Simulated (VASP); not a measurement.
A run of VASP 6.6.1:

File INCAR:

```
PREC = Accurate ; ENCUT = 520
EDIFF = 1E-7 ; ISMEAR = -1
SIGMA = 0.15 ; LREAL = False
LASPH = True ; NELM = 150
ALGO = Normal ; ISIF = 2
LWAVE = False ; LCHARG = False
ISPIN = 2 ; MAGMOM = 5.2 -5.2 0 0 0 0
LORBIT = 11 ; LMAXMIX = 4
LDAU = True ; LDAUTYPE = 2
LDAUL = 2 -1 ; LDAUU = 1.5 0
LDAUJ = 0 0 ; LDAUPRINT = 1
GGA = PS ; NBANDS = 40
```

KPOINTS

```
regular mesh
0
Gamma
  5 5 7
```

The input POSCAR:

```
MnF2
1.0
    4.8738000000      0.0000000000      0.0000000000
    0.0000000000      4.8738000000      0.0000000000
    0.0000000000      0.0000000000      3.3107000000
Mn F
2 4
Direct
    0.0000000000      0.0000000000      0.0000000000
    0.5000000000      0.5000000000      0.5000000000
    0.3053000000      0.3053000000      0.0000000000
    0.1947000000      0.8053000000      0.5000000000
    0.6947000000      0.6947000000      0.0000000000
    0.8053000000      0.1947000000      0.5000000000
```

Potentials or basis: VASP PAW PBE potentials, release 64 (Mn_pv, F).

Launch:

```console
$ cat potpaw_PBE.64/Mn_pv/POTCAR potpaw_PBE.64/F/POTCAR > POTCAR
$ mpirun -np 1 vasp_std > vasp.out
```

Hardware: 1 thread of AMD EPYC 9R45 96-Core Processor (Zen 5) (shared host).

Estimate the wall time of this run.

Run time: 74 s on 1 thread of AMD EPYC 9R45 96-Core Processor (Zen 5), on a shared host, peak memory 0.24 GiB. Counts: scf iterations 15, k points 24.
